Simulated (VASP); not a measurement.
Here is a VASP 6.6.1 calculation.

File POSCAR:

```
Re
1.0
    0.0000000000      1.9062740994      1.9062740994
    1.9062740994      0.0000000000      1.9062740994
    1.9062740994      1.9062740994      0.0000000000
Re
1
Direct
    0.0000000000      0.0000000000      0.0000000000
```

Contents of INCAR.step1:

```
ALGO = Normal
EDIFF = 1E-5
ENCUT = 410
GGA = PE
GGA_COMPAT = False
ISIF = 2
ISMEAR = -1
LASPH = True
LCHARG = False
LREAL = False
LWAVE = True
NBANDS = 14
NELM = 120
PREC = Accurate
SIGMA = 0.1
```

Contents of INCAR.step2:

```
ALGO = Normal
EDIFF = 1E-6
ENCUT = 410
GGA = PE
GGA_COMPAT = False
HFSCREEN = 0.2079
ISIF = 2
ISMEAR = -1
ISTART = 1
LASPH = True
LCHARG = False
LHFCALC = True
LREAL = False
LWAVE = False
NBANDS = 14
NELM = 120
PREC = Accurate
PRECFOCK = Normal
SIGMA = 0.1
```

File KPOINTS:

```
k-points
0
Gamma
  6 6 6
```

Potentials or basis: VASP PAW PBE potentials, release 64 (Re_sv_GW).

Run with:

```console
$ cat potpaw_PBE.64/Re_sv_GW/POTCAR > POTCAR
$ cp INCAR.step1 INCAR
$ mpirun -np 1 vasp_std > vasp.out
$ cp INCAR.step2 INCAR
$ mpirun -np 1 vasp_std > vasp.out
```

Problem. What does it give for the band gap on the k mesh?

Solution. Zero (an odd number of electrons rules out a gap without spin polarisation).

Problem. Predict the pressure.

Solution. 15.9 GPa.

Caveat: the k points lie up to 0.48 Å⁻¹ apart, too coarse for converged energies and pressures of a metal; the PAW data sets were made with another functional, which shifts forces and pressure a little; spin-orbit coupling is left out, which moves the levels of the heavy elements.
